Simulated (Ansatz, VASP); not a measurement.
## Co: VASP beside Ansatz

```
Co
1.0
     0.00000    2.50145    2.50145
     2.50145    0.00000    2.50145
     2.50145    2.50145    0.00000
Co
2
Direct
  0.12500 0.12500 0.12500
  0.87500 0.87500 0.87500
```

Alike in both runs: functional BLYP; k mesh 11 × 11 × 11; occupations fermi-dirac, width 0.1 eV; no spin polarisation.

Ansatz relaxed the structure, and its values are those at the end. VASP's run is a single point on that final structure, the one shown.

|  | VASP | Ansatz |
| --- | --- | --- |
| version | VASP 6.6.1 | Ansatz 0.2.0 |
| potentials or method | VASP PAW PBE potentials, release 64 (Co), cutoff 520 eV | plane waves (420 eV) with PAW, scalar-relativistic |
| valence electrons in the cell | 18 | 34 |

VASP gave:

| Property | Result |
| --- | --- |
| pressure (GPa) | -0.4 |

Question: Which values does Ansatz return?

Answer: Pressure (GPa): 0.0.

VASP's potentials were made for PBE, not for BLYP. With one functional, cell and mesh, what is left measures potentials, basis and numerics. VASP's potentials hold 18 valence electrons a cell and Ansatz's 34, so a difference there can come from the potentials and not from the codes.
